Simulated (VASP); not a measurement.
# GaAs5 (P-62m) in VASP: a series of runs

Runs on GaAs5. Level: PBE. Tasks: relaxation of cell and atoms, single point.

Everything below comes from runs of VASP 6.6.1. Logs are shortened: lines on timing, memory, paths and dates and some standing lists are left out, and cuts for length are marked.

### Step 1. The cell of the first run

Symmetry: P-62m, No. 189, hexagonal system. The conventional cell has a = 6.132 Å, b = 6.132 Å, c = 5.619 Å, α = 90.00°, β = 90.00°, γ = 120.00°. Within 4.6 Å of Ga (site symmetry -62m) lie 12 As at 3.51 to 3.54 Å. Within 4.5 Å of As (site symmetry m2m) lie 10 As at 3.46 to 3.64 Å and 2 Ga at 3.51 Å. Within 4.5 Å of As (site symmetry -6) lie 9 As at 3.46 to 3.54 Å and 3 Ga at 3.54 Å.

### Step 2. Relaxation of cell and atoms, PBE

INCAR reads:

```
PREC = Accurate
ENCUT = 600
EDIFF = 1E-6
ISMEAR = 0
SIGMA = 0.1
LREAL = False
LASPH = True
NELM = 100
ALGO = Normal
ISIF = 3
LWAVE = False
LCHARG = False
GGA = PE
IBRION = 2
NSW = 90
EDIFFG = -0.04
```

KPOINTS reads:

```
regular mesh
0
Gamma
  3 3 4
```

POSCAR reads:

```
GaAs5
1.0
    6.1323563300      0.0000000000      0.0000000000
   -3.0661781600      5.3107763700      0.0000000000
    0.0000000000      0.0000000000      5.6193916900
Ga As
1 5
Direct
    0.0000000000      0.0000000000      0.5000000000
    0.0000000000      0.6575431800      0.0000000000
    0.3333333300      0.6666666700      0.5000000000
    0.6575431800      0.0000000000      0.0000000000
    0.6666666700      0.3333333300      0.5000000000
    0.3424568200      0.3424568200      0.0000000000
```

Potentials or basis: VASP PAW PBE potentials, release 64 (Ga_d, As).

Run with:

```console
$ cat potpaw_PBE.64/Ga_d/POTCAR potpaw_PBE.64/As/POTCAR > POTCAR
$ mpirun -np 1 vasp_std > vasp.out
```

OUTCAR:

```text
PREC = Accurate
   ENCUT = 600
   EDIFF = 1E-6
   ISMEAR = 0
   LREAL = False
   LASPH = True
   NELM = 100
   ISIF = 3
   GGA = PE
   IBRION = 2
   NSW = 90
   EDIFFG = -0.04

 ion  position               nearest neighbor table
   1  0.000  0.000  0.500-
   2  0.000  0.658  0.000-
   3  0.333  0.667  0.500-
   4  0.658  0.000  0.000-
   5  0.667  0.333  0.500-
   6  0.342  0.342  0.000-

  LATTYP: Found a hexagonal cell.
 ALAT       =     6.1323563300
 C/A-ratio  =     0.9163511361

  Lattice vectors:

 A1 = (   6.1323563300,   0.0000000000,   0.0000000000)
 A2 = (  -3.0661781600,   5.3107763700,   0.0000000000)
 A3 = (   0.0000000000,   0.0000000000,   5.6193916900)

Analysis of symmetry for initial positions (statically):
=====================================================================
 Subroutine PRICEL returns:
 Original cell was already a primitive cell.

 Routine SETGRP: Setting up the symmetry group for a
 hexagonal supercell.

 Subroutine GETGRP returns: Found 12 space group operations
 (whereof 12 operations were pure point group operations)
 out of a pool of 24 trial point group operations.

The static configuration has the point symmetry D_3h.

Analysis of symmetry for dynamics (positions and initial velocities):
=====================================================================
 Subroutine PRICEL returns:
 Original cell was already a primitive cell.

 Routine SETGRP: Setting up the symmetry group for a
 hexagonal supercell.

 Subroutine GETGRP returns: Found 12 space group operations
 (whereof 12 operations were pure point group operations)
 out of a pool of 24 trial point group operations.

The dynamic configuration has the point symmetry D_3h.

 Subroutine INISYM returns: Found 12 space group operations
 (whereof 12 operations are pure point group operations),
 and found     1 'primitive' translations

----------------------------------------------------------------------------------------

                                     Primitive cell

  volume of cell :     183.0099

  direct lattice vectors                    reciprocal lattice vectors
     6.132356330  0.000000000  0.000000000     0.163069454  0.094148193  0.000000000
    -3.066178160  5.310776370  0.000000000     0.000000000  0.188296387  0.000000000
     0.000000000  0.000000000  5.619391690     0.000000000  0.000000000  0.177955205

  length of vectors
     6.132356330  6.132356330  5.619391690     0.188296387  0.188296387  0.177955205

  position of ions in fractional coordinates (direct lattice)
     0.000000000  0.000000000  0.500000000
     1.000000000  0.657543180  0.000000000
     0.333333330  0.666666670  0.500000000
     0.657543180  0.000000000  0.000000000
     0.666666670  0.333333330  0.500000000
     0.342456820  0.342456820  0.000000000

  ion indices of the primitive-cell ions
   primitive index   ion index
                 1           1
                 2           2
                 3           3
                 4           4
                 5           5
                 6           6

----------------------------------------------------------------------------------------

 KPOINTS: regular mesh

Automatic generation of k-mesh.
 Grid dimensions read from file:
 generate k-points for:    3    3    4

 Generating k-lattice:

  Cartesian coordinates                     Fractional coordinates (reciprocal lattice)
     0.054356485  0.031382731  0.000000000     0.333333333 -0.000000000  0.000000000
     0.000000000  0.062765462  0.000000000     0.000000000  0.333333333  0.000000000
     0.000000000  0.000000000  0.044488801     0.000000000  0.000000000  0.250000000

  Length of vectors
     0.062765462  0.062765462  0.044488801

  Shift w.r.t. Gamma in fractional coordinates (k-lattice)
     0.000000000  0.000000000  0.000000000

 Subroutine IBZKPT returns following result:
 ===========================================

 Found      9 irreducible k-points:

 Following reciprocal coordinates:
            Coordinates               Weight
  0.000000  0.000000  0.000000      1.000000
  0.333333 -0.000000  0.000000      6.000000
  0.333333  0.333333  0.000000      2.000000
  0.000000  0.000000  0.250000      2.000000
  0.333333 -0.000000  0.250000     12.000000
  0.333333  0.333333  0.250000      4.000000
  0.000000  0.000000  0.500000      1.000000
  0.333333 -0.000000  0.500000      6.000000
  0.333333  0.333333  0.500000      2.000000
   k-points           NKPTS =      9   k-points in BZ     NKDIM =      9   number of bands    NBANDS=     23
   number of dos      NEDOS =    301   number of ions     NIONS =      6
   total plane-waves  NPLWV = 120000
   dimension x,y,z NGX =    50 NGY =   50 NGZ =   48
   dimension x,y,z NGXF=   100 NGYF=  100 NGZF=   96
   ions per type =               1   5
   NGX,Y,Z   is equivalent  to a cutoff of  13.55, 13.55, 14.20 a.u.
   NGXF,Y,Z  is equivalent  to a cutoff of  27.11, 27.11, 28.40 a.u.
 SYSTEM =  unknown system
   PREC   = accura    normal or accurate (medium, high low for compatibility)
   ISTART =      0    job   : 0-new  1-cont  2-samecut
   ICHARG =      2    charge: 1-file 2-atom 10-const
   ISPIN  =      1    spin polarized calculation?
   LNONCOLLINEAR =      F non collinear calculations
   LSORBIT =      F    spin-orbit coupling
   LASPH  =      T    aspherical Exc in radial PAW
   ENCUT  =  600.0 eV  44.10 Ry    6.64 a.u.  12.25 12.25 11.22*2*pi/ulx,y,z
   NELM   =    100;   NELMIN=  2; NELMDL= -5     # of ELM steps
   EDIFF  = 0.1E-05   stopping-criterion for ELM
   LREAL  =      F    real-space projection
   EDIFFG = -.4E-01   stopping-criterion for IOM
   NSW    =     90    number of steps for IOM
   IBRION =      2    ionic relax: 0-MD 1-quasi-New 2-CG
   NFREE  =      1    steps in history (QN), initial steepest desc. (CG)
   ISIF   =      3    stress and relaxation
   ISYM   =      2    0-nonsym 1-usesym 2-fastsym
   POTIM  = 0.5000    time-step for ionic-motion
   TEBEG  =    0.0;   TEEND  =   0.0 temperature during run
   PSTRESS=    0.0 pullay stress
   NELECT =      38.0000    total number of electrons
   NUPDOWN=      -1.0000    fix difference up-down
   EMIN   =  10.00;   EMAX   =-10.00  energy-range for DOS
   EFERMI =   0.00;   METHOD = LEGACY
   ISMEAR =     0;   SIGMA  =   0.10  broadening in eV -4-tet -1-fermi 0-gaus
   EFERMI_NEDOS =   21; number of points for ismear=-14 and -15
   IALGO  =     38    algorithm
   IMIX   =      4    mixing-type and parameters
     AMIX     =   0.40;   BMIX     =  1.00
     AMIX_MAG =   1.60;   BMIX_MAG =  1.00
  volume/ion in A,a.u.               =      30.50       205.84
  Fermi-wavevector in a.u.,A,eV,Ry     =   0.969418  1.831935 12.786367  0.939771
  Thomas-Fermi vector in A             =   2.099469
   LORBIT       =      0    0 simple, 1 ext, 2 COOP (PROOUT), +10 PAW based schemes
   GGA     = PE    functional components
   LHFCALC =     F    Hartree Fock is set to
   AEXX    =    0.0000 exact exchange contribution
   IVDW    =     0    specifies the selected vdW correction
   LEPSILON=     F    determine dielectric tensor
   LRPA    =     F    only Hartree local field effects (RPA)
 conjugate gradient relaxation of ions
 non-spin polarized calculation
 Gauss-broadening in eV      SIGMA  =   0.10
  energy-cutoff  :      600.00
  volume of cell :      183.01
 maximum number of plane-waves:      6119
 NGX is ok and might be reduce to    50
   NGX = 25   NGY = 25   NGZ = 23

--------------------------------------- Ionic step        1  -------------------------------------------

 number of electron      38.0000003 magnetization

 Free energy of the ion-electron system (eV)
  ---------------------------------------------------
  ext. energy  EPLUGINS =         0.00000000
  ---------------------------------------------------
  free energy    TOTEN  =       -19.96376339 eV

  energy without entropy =      -19.94823543  energy(sigma->0) =      -19.95599941

 E-fermi :   1.9181     XC(G=0):  -8.7900

 val. band max:        1.8684325811   @ k =   0.3333   0.3333   0.2500
 cond. band min:       2.0746665667   @ k =   0.3333  -0.0000   0.5000
 fundamental gap:      0.2062339856
 Fermi energy:         1.9181223370

 k-point     1 :       0.0000    0.0000    0.0000
  band No.  band energies     occupation
      1     -12.4954      2.00000
      2     -12.4954      2.00000
      3     -12.4887      2.00000
      4     -12.4882      2.00000
      5     -12.4882      2.00000
      6      -9.6240      2.00000
[... 15 lines left out ...]
     22       2.1640      0.00051
     23       2.1640      0.00051
[... 308 lines left out ...]
 POSITION                                       TOTAL-FORCE (eV/Angst)
 -----------------------------------------------------------------------------------
      0.00000      0.00000      2.43730        -0.000000     -0.000000      0.000000
      3.53334      2.97068      0.00000        -0.081678      0.141470      0.000000
     -0.00000      3.03020      2.43730        -0.000000      0.000000      0.000000
      0.80601      4.54530      0.00000         0.163356     -0.000000     -0.000000
      2.62423      1.51510      2.43730        -0.000000      0.000000      0.000000
      0.90911      1.57462      0.00000        -0.081678     -0.141470     -0.000000
 -----------------------------------------------------------------------------------
    total drift:                                0.000000      0.000000     -0.000000

  FREE ENERGIE OF THE ION-ELECTRON SYSTEM (eV)
  ---------------------------------------------------
  free  energy   TOTEN  =       -23.8281733536 eV

  energy  without entropy=      -23.8137731071  energy(sigma->0) =      -23.82097323

[... ionic steps 4 to 13 ...]

--------------------------------------- Ionic step       14  -------------------------------------------

 number of electron      38.0000002 magnetization

------------------------ aborting loop because EDIFF is reached ----------------------------------------

  FORCE on cell =-STRESS in cart. coord.  units (eV):
  Direction    XX          YY          ZZ          XY          YZ          ZX
  --------------------------------------------------------------------------------------
  -------------------------------------------------------------------------------------
  Total        0.5034350      0.5034350     -2.4797791      0.0000000      0.0000000      0.0000000
  in kB        6.5024010      6.5024010    -32.0289952      0.0000000      0.0000000      0.0000000
  external PRESSURE =      -6.3413977 kB  Pullay stress =       0.0000000 kB

 VOLUME and BASIS-vectors are now :
 -----------------------------------------------------------------------------
  energy-cutoff  :      600.00
  volume of cell :      124.05
      direct lattice vectors                 reciprocal lattice vectors
     5.097211806 -0.000000001 -0.000000000     0.196185687  0.113267859 -0.000000000
    -2.548605900  4.414314914  0.000000000     0.000000000  0.226535718 -0.000000000
    -0.000000000  0.000000000  5.512952856    -0.000000000 -0.000000000  0.181390994
[... 41 lines left out ...]
 POSITION                                       TOTAL-FORCE (eV/Angst)
 -----------------------------------------------------------------------------------
      0.00000      0.00000      2.68984        -0.000000      0.000000      0.000000
     -1.82645      3.16350      0.00000        -0.011669      0.020211      0.000000
     -0.00000      2.95979      2.68984        -0.000000      0.000000      0.000000
      3.65290     -0.00000      0.00000         0.023337     -0.000000      0.000000
      2.56326      1.47990      2.68984        -0.000000     -0.000000     -0.000000
      0.73681      1.27619      0.00000        -0.011669     -0.020211     -0.000000
 -----------------------------------------------------------------------------------
    total drift:                               -0.000000     -0.000000     -0.000000

  FREE ENERGIE OF THE ION-ELECTRON SYSTEM (eV)
  ---------------------------------------------------
  free  energy   TOTEN  =       -24.2370784147 eV

  energy  without entropy=      -24.2062227857  energy(sigma->0) =      -24.22165060

--------------------------------------- Ionic step       16  -------------------------------------------

 number of electron      37.9999999 magnetization

 Free energy of the ion-electron system (eV)
  ---------------------------------------------------
  ext. energy  EPLUGINS =         0.00000000
  ---------------------------------------------------
  free energy    TOTEN  =       -24.24075644 eV

  energy without entropy =      -24.21067009  energy(sigma->0) =      -24.22571326

 E-fermi :   5.4808     XC(G=0): -10.4661

 val. band max:        5.4678373944   @ k =   0.3333  -0.0000   0.2500
 cond. band min:       5.5252893016   @ k =   0.0000   0.0000   0.0000
 fundamental gap:      0.0574519072
 Fermi energy:         5.4808037894

 k-point     1 :       0.0000    0.0000    0.0000
  band No.  band energies     occupation
      1      -9.2186      2.00000
      2      -9.1272      2.00000
      3      -9.1272      2.00000
      4      -9.1240      2.00000
      5      -9.1240      2.00000
      6      -8.8317      2.00000
[... 15 lines left out ...]
     22       5.3920      1.79092
     23       5.5253      0.52927
[... 228 lines left out ...]
 POSITION                                       TOTAL-FORCE (eV/Angst)
 -----------------------------------------------------------------------------------
      0.00000      0.00000      2.66548         0.000000     -0.000000      0.000000
     -1.83179      3.17275      0.00000         0.013989     -0.024229     -0.000000
     -0.00000      2.96598      2.66548         0.000000     -0.000000     -0.000000
      3.66357     -0.00000      0.00000        -0.027977      0.000000      0.000000
      2.56861      1.48299      2.66548         0.000000     -0.000000      0.000000
      0.73682      1.27622      0.00000         0.013989      0.024229      0.000000
 -----------------------------------------------------------------------------------
    total drift:                               -0.000000     -0.000000     -0.000000

  FREE ENERGIE OF THE ION-ELECTRON SYSTEM (eV)
  ---------------------------------------------------
  free  energy   TOTEN  =       -24.2407564357 eV

  energy  without entropy=      -24.2106700903  energy(sigma->0) =      -24.22571326

 reached required accuracy - stopping structural energy minimisation
```

It took 7.1 min on 1 thread of Intel Xeon Platinum 8559C (Emerald Rapids), shared host; peak memory 0.38 GiB.

What came out:

```
Free energy                            : -24.2408 eV
Relaxed volume                         : 20.31 Å³/atom
Relaxed cell                           : a = 5.137 Å, b = 5.137 Å, c = 5.331 Å, α = 90.00°, β = 90.00°, γ = 120.00°
Space group after relaxing (to 0.05 Å) : P-62m (No. 189)
Energy gained by relaxing              : 712.8 meV/atom
Ionic steps                            : 16
Pressure after relaxing                : -0.2 GPa
Largest force after relaxing           : 0.028 eV/Å
Band gap on the k mesh                 : zero (band 19 reaches 6.02 eV, above the bottom of band 20 at 3.76 eV)
```

Forces on the atoms (eV/Å):
```
Ga   0.000  0.000  0.000
As   0.014 -0.024  0.000
As   0.000  0.000  0.000
As  -0.028  0.000  0.000
As   0.000  0.000  0.000
As   0.014  0.024  0.000
```

Step by step:
```tsv
step	energy change (eV)	largest force (eV/Å)	pressure (GPa)	volume (Å³)
1	0.0000	0.3786	-11.78	183.01
2	-3.5207	0.0305	-6.73	129.80
3	-3.8644	0.1634	-0.72	116.29
4	-3.8670	0.1849	0.12	114.93
5	-3.8789	0.1772	0.10	114.78
6	-3.9087	0.1442	0.60	114.30
7	-4.0078	0.3408	2.02	113.12
8	-4.0151	0.3653	1.84	113.44
9	-4.0324	0.4401	1.42	114.39
10	-4.0472	0.5641	0.91	116.27
11	-4.0684	0.5973	0.57	117.10
12	-4.1282	0.6184	-0.18	119.60
13	-4.1952	0.2264	-0.67	124.69
14	-4.2286	0.1693	-0.63	124.05
15	-4.2733	0.0233	-0.38	122.44
16	-4.2770	0.0280	-0.21	121.84
```

Final structure:
```
Ga As
1.0
     5.13722    0.00000    0.00000
    -2.56861    4.44896    0.00000
     0.00000    0.00000    5.33097
Ga As
1 5
Direct
  0.00000 0.00000 0.50000
  0.00000 0.71314 0.00000
  0.33333 0.66667 0.50000
  0.71314 0.00000 0.00000
  0.66667 0.33333 0.50000
  0.28686 0.28686 0.00000
```

Caveat: the k points lie up to 0.47 Å⁻¹ apart in the final cell; the volume moved by over 15 % at a fixed basis, so the end points are rough.

(Part 1 of 2 ends here.)
